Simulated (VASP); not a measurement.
# Ni (P6_3/mmc) in VASP: single point with LDA

Aim: the single point of Ni with LDA.

Program: VASP 6.6.1. These are calculated values, not measurements. Logs are shortened: lines on timing, memory, paths and dates and some standing lists are left out, and cuts for length are marked.

### Step 1. The cell of the first run

It takes space group P6_3/mmc (No. 194, hexagonal). Conventional cell: a = 2.448 Å, b = 2.448 Å, c = 4.073 Å, α = 90.00°, β = 90.00°, γ = 120.00°. Within 3.2 Å of Ni (site symmetry -6m2) lie 12 Ni at 2.45 to 2.48 Å.

This isn't the form of Ni at room conditions, which is fcc.

### Step 2. Single point, LDA, collinear spin, ferromagnetic start

Input file INCAR:

```
ALGO = Normal ; EDIFF = 1E-7
ENCUT = 520 ; GGA = CA
ISIF = 2 ; ISMEAR = 0
ISPIN = 2 ; LASPH = T
LCHARG = T ; LELF = T
LMAXMIX = 4 ; LORBIT = 11
LREAL = F ; LVHAR = T
LWAVE = F ; MAGMOM = 1.5 1.5
NBANDS = 21 ; NELM = 150
PREC = Accurate ; SIGMA = 0.1
```

Input file KPOINTS:

```
k-points
0
Gamma
  14 14 8
```

Input file POSCAR:

```
Ni
1.0
    2.4480230000      0.0000000000      0.0000000000
   -1.2240110000      2.1200500000      0.0000000000
    0.0000000000      0.0000000000      4.0728080000
Ni
2
Direct
    0.3333333333      0.6666666667      0.2500000000
    0.6666666667      0.3333333333      0.7500000000
```

Potentials or basis: VASP PAW LDA potentials, release 64 (Ni).

On the command line:

```bash
> cat potpaw_LDA.64/Ni/POTCAR > POTCAR
> mpirun -np 1 vasp_std > vasp.out
```

OUTCAR:

```text
EDIFF = 1E-7
   ENCUT = 520
   GGA = CA
   ISIF = 2
   ISMEAR = 0
   ISPIN = 2
   LASPH = T
   LORBIT = 11
   LREAL = F
   NELM = 150
   PREC = Accurate

 ion  position               nearest neighbor table
   1  0.333  0.667  0.250-   2 2.48   2 2.48   2 2.48   2 2.48   2 2.48   2 2.48
   2  0.667  0.333  0.750-   1 2.48   1 2.48   1 2.48   1 2.48   1 2.48   1 2.48

  LATTYP: Found a hexagonal cell.
 ALAT       =     2.4480230000
 C/A-ratio  =     1.6637131269

  Lattice vectors:

 A1 = (   2.4480230000,   0.0000000000,   0.0000000000)
 A2 = (  -1.2240110000,   2.1200500000,   0.0000000000)
 A3 = (   0.0000000000,   0.0000000000,   4.0728080000)

Analysis of symmetry for initial positions (statically):
=====================================================================
 Subroutine PRICEL returns:
 Original cell was already a primitive cell.

 Routine SETGRP: Setting up the symmetry group for a
 hexagonal supercell.

 Subroutine GETGRP returns: Found 24 space group operations
 (whereof 12 operations were pure point group operations)
 out of a pool of 24 trial point group operations.

The static configuration has the point symmetry D_3d.
 The point group associated with its full space group is D_6h.

Analysis of symmetry for dynamics (positions and initial velocities):
=====================================================================
 Subroutine PRICEL returns:
 Original cell was already a primitive cell.

 Routine SETGRP: Setting up the symmetry group for a
 hexagonal supercell.

 Subroutine GETGRP returns: Found 24 space group operations
 (whereof 12 operations were pure point group operations)
 out of a pool of 24 trial point group operations.

The dynamic configuration has the point symmetry D_3d.
 The point group associated with its full space group is D_6h.

Analysis of structural, dynamic, and magnetic symmetry:
=====================================================================
 Subroutine PRICEL returns:
 Original cell was already a primitive cell.

 Routine SETGRP: Setting up the symmetry group for a
 hexagonal supercell.

 Subroutine GETGRP returns: Found 24 space group operations
 (whereof 12 operations were pure point group operations)
 out of a pool of 24 trial point group operations.

The overall configuration has the point symmetry D_3d.
 The point group associated with its full space group is D_6h.

 Subroutine INISYM returns: Found 24 space group operations
 (whereof 12 operations are pure point group operations),
 and found     1 'primitive' translations

----------------------------------------------------------------------------------------

                                     Primitive cell

  volume of cell :      21.1376

  direct lattice vectors                    reciprocal lattice vectors
     2.448023000  0.000000000  0.000000000     0.408492894  0.235843398  0.000000000
    -1.224011000  2.120050000  0.000000000     0.000000000  0.471686989  0.000000000
     0.000000000  0.000000000  4.072808000     0.000000000  0.000000000  0.245530848

  length of vectors
     2.448023000  2.448022657  4.072808000     0.471686922  0.471686989  0.245530848

  position of ions in fractional coordinates (direct lattice)
     0.333333333  0.666666667  0.250000000
     0.666666667  0.333333333  0.750000000

  ion indices of the primitive-cell ions
   primitive index   ion index
                 1           1
                 2           2

----------------------------------------------------------------------------------------

 KPOINTS: k-points

Automatic generation of k-mesh.
 Grid dimensions read from file:
 generate k-points for:   14   14    8

 Generating k-lattice:

  Cartesian coordinates                     Fractional coordinates (reciprocal lattice)
     0.029178064  0.016845957  0.000000000     0.071428571  0.000000000  0.000000000
     0.000000000  0.033691928  0.000000000     0.000000000  0.071428571  0.000000000
     0.000000000  0.000000000  0.030691356     0.000000000  0.000000000  0.125000000

  Length of vectors
     0.033691923  0.033691928  0.030691356

  Shift w.r.t. Gamma in fractional coordinates (k-lattice)
     0.000000000  0.000000000  0.000000000

 Subroutine IBZKPT returns following result:
 ===========================================

 Found    120 irreducible k-points:

 Following reciprocal coordinates:
            Coordinates               Weight
  0.000000  0.000000  0.000000      1.000000
  0.071429  0.000000  0.000000      6.000000
  0.142857  0.000000  0.000000      6.000000
  0.214286  0.000000  0.000000      6.000000
  0.285714  0.000000  0.000000      6.000000
  0.357143 -0.000000  0.000000      6.000000
[... 16 lines left out ...]
  0.285714  0.285714  0.000000      6.000000
  0.357143  0.285714  0.000000      6.000000
 [... further k-points ...]
   k-points           NKPTS =    120   k-points in BZ     NKDIM =    120   number of bands    NBANDS=     21
   number of dos      NEDOS =    301   number of ions     NIONS =      2
   total plane-waves  NPLWV =   9720
   dimension x,y,z NGX =    18 NGY =   18 NGZ =   30
   dimension x,y,z NGXF=    36 NGYF=   36 NGZF=   60
   ions per type =               2
   NGX,Y,Z   is equivalent  to a cutoff of  12.22, 12.22, 12.25 a.u.
   NGXF,Y,Z  is equivalent  to a cutoff of  24.45, 24.45, 24.49 a.u.
 SYSTEM =  unknown system
   PREC   = accura    normal or accurate (medium, high low for compatibility)
   ISTART =      0    job   : 0-new  1-cont  2-samecut
   ICHARG =      2    charge: 1-file 2-atom 10-const
   ISPIN  =      2    spin polarized calculation?
   LNONCOLLINEAR =      F non collinear calculations
   LSORBIT =      F    spin-orbit coupling
   LASPH  =      T    aspherical Exc in radial PAW
   ENCUT  =  520.0 eV  38.22 Ry    6.18 a.u.   4.55  4.55  7.57*2*pi/ulx,y,z
   NELM   =    150;   NELMIN=  2; NELMDL= -5     # of ELM steps
   EDIFF  = 0.1E-06   stopping-criterion for ELM
   LREAL  =      F    real-space projection
   EDIFFG = 0.1E-05   stopping-criterion for IOM
   NSW    =      0    number of steps for IOM
   IBRION =     -1    ionic relax: 0-MD 1-quasi-New 2-CG
   NFREE  =      0    steps in history (QN), initial steepest desc. (CG)
   ISIF   =      2    stress and relaxation
   ISYM   =      2    0-nonsym 1-usesym 2-fastsym
   POTIM  = 0.5000    time-step for ionic-motion
   TEBEG  =    0.0;   TEEND  =   0.0 temperature during run
   PSTRESS=    0.0 pullay stress
   NELECT =      20.0000    total number of electrons
   NUPDOWN=      -1.0000    fix difference up-down
   EMIN   =  10.00;   EMAX   =-10.00  energy-range for DOS
   EFERMI =   0.00;   METHOD = LEGACY
   ISMEAR =     0;   SIGMA  =   0.10  broadening in eV -4-tet -1-fermi 0-gaus
   EFERMI_NEDOS =   21; number of points for ismear=-14 and -15
   IALGO  =     38    algorithm
   IMIX   =      4    mixing-type and parameters
     AMIX     =   0.40;   BMIX     =  1.00
     AMIX_MAG =   1.60;   BMIX_MAG =  1.00
  volume/ion in A,a.u.               =      10.57        71.32
  Fermi-wavevector in a.u.,A,eV,Ry     =   1.607187  3.037142 35.144515  2.583049
  Thomas-Fermi vector in A             =   2.703255
   LORBIT       =     11    0 simple, 1 ext, 2 COOP (PROOUT), +10 PAW based schemes
   GGA     = CA    functional components
   LHFCALC =     F    Hartree Fock is set to
   AEXX    =    0.0000 exact exchange contribution
   IVDW    =     0    specifies the selected vdW correction
   LEPSILON=     F    determine dielectric tensor
   LRPA    =     F    only Hartree local field effects (RPA)
 spin polarized calculation
 Gauss-broadening in eV      SIGMA  =   0.10
  energy-cutoff  :      520.00
  volume of cell :       21.14
 maximum number of plane-waves:       592
   NGX =  9   NGY =  9   NGZ = 15

 number of electron      19.9999997 magnetization       1.0779581

 Free energy of the ion-electron system (eV)
  ---------------------------------------------------
  ext. energy  EPLUGINS =         0.00000000
  ---------------------------------------------------
  free energy    TOTEN  =       -13.07589449 eV

  energy without entropy =      -13.05411145  energy(sigma->0) =      -13.06500297

 E-fermi :   9.4622     XC(G=0): -13.7825

 val. band max:        9.4607545611   @ k =   0.2857   0.0000   0.2500
 cond. band min:       9.4647266606   @ k =   0.3571   0.0714   0.1250
 fundamental gap:      0.0039720995
 Fermi energy:         9.4622063045

 spin component 1

 k-point     1 :       0.0000    0.0000    0.0000
  band No.  band energies     occupation
      1       0.2636      1.00000
      2       4.5062      1.00000
      3       7.0041      1.00000
      4       7.1548      1.00000
      5       7.1548      1.00000
      6       7.4219      1.00000
[... 13 lines left out ...]
     20      36.2084      0.00000
     21      40.1313      0.00000
[... 529 lines left out ...]
 k-point    24 :       0.3571    0.2857    0.0000
  band No.  band energies     occupation
      1       5.5903      1.00000
      2       5.7354      1.00000
      3       5.8169      1.00000
      4       6.1133      1.00000
      5       6.8881      1.00000
      6       6.9678      1.00000
[... 13 lines left out ...]
     20      42.9858      0.00000
     21      45.4809      0.00000

 [... further k-points ...]

 spin component 2

 k-point     1 :       0.0000    0.0000    0.0000
  band No.  band energies     occupation
      1       0.2973      1.00000
      2       4.8256      1.00000
      3       7.5349      1.00000
      4       7.6786      1.00000
      5       7.6786      1.00000
      6       7.9594      1.00000
[... 13 lines left out ...]
     20      36.3252      0.00000
     21      40.2570      0.00000
[... 529 lines left out ...]
 k-point    24 :       0.3571    0.2857    0.0000
  band No.  band energies     occupation
      1       6.0006      1.00000
      2       6.0902      1.00000
      3       6.2098      1.00000
      4       6.4530      1.00000
      5       7.3520      1.00000
      6       7.4264      1.00000
[... 13 lines left out ...]
     20      43.0547      0.00000
     21      45.5491      0.00000

 [... further k-points ...]

------------------------ aborting loop because EDIFF is reached ----------------------------------------

  FORCE on cell =-STRESS in cart. coord.  units (eV):
  Direction    XX          YY          ZZ          XY          YZ          ZX
  --------------------------------------------------------------------------------------
  -------------------------------------------------------------------------------------
  Total       -1.3844944     -1.3844943     -1.6966362     -0.0000003     -0.0000000      0.0000000
  in kB     -104.9412574   -104.9412468   -128.6008348     -0.0000247     -0.0000000      0.0000000
  external PRESSURE =    -112.8277797 kB  Pullay stress =       0.0000000 kB

 VOLUME and BASIS-vectors are now :
 -----------------------------------------------------------------------------
  energy-cutoff  :      520.00
  volume of cell :       21.14
      direct lattice vectors                 reciprocal lattice vectors
     2.448023000  0.000000000  0.000000000     0.408492894  0.235843398  0.000000000
    -1.224011000  2.120050000  0.000000000     0.000000000  0.471686989  0.000000000
     0.000000000  0.000000000  4.072808000     0.000000000  0.000000000  0.245530848

 POSITION                                       TOTAL-FORCE (eV/Angst)
 -----------------------------------------------------------------------------------
      0.00000      1.41337      1.01820        -0.000000      0.000000      0.000000
      1.22401      0.70668      3.05461         0.000000     -0.000000      0.000000
 -----------------------------------------------------------------------------------
    total drift:                               -0.000000      0.000000     -0.000000

  FREE ENERGIE OF THE ION-ELECTRON SYSTEM (eV)
  ---------------------------------------------------
  free  energy   TOTEN  =       -13.0758944928 eV

  energy  without entropy=      -13.0541114514  energy(sigma->0) =      -13.06500297

 total charge

# of ion       s       p       d       tot
------------------------------------------
    1        0.509   0.519   8.346   9.375
    2        0.509   0.519   8.346   9.375
--------------------------------------------------
tot          1.019   1.038  16.693  18.750

 magnetization (x)

# of ion       s       p       d       tot
------------------------------------------
    1       -0.005  -0.019   0.567   0.543
    2       -0.005  -0.019   0.567   0.543
--------------------------------------------------
tot         -0.010  -0.038   1.134   1.086
```

Wall time 2.9 min (1 thread of AMD EPYC 7R13, shared host); peak memory 0.15 GiB.

What came out:

```
Free energy                                           : -13.0759 eV
Pressure                                              : -11.3 GPa
Net moment                                            : 1.08 μB per cell
Site moments                                          : Ni +0.54 μB
Valence electrons inside the program's atomic spheres : Ni 9.38
```

Caveat: the cell stands under tension.
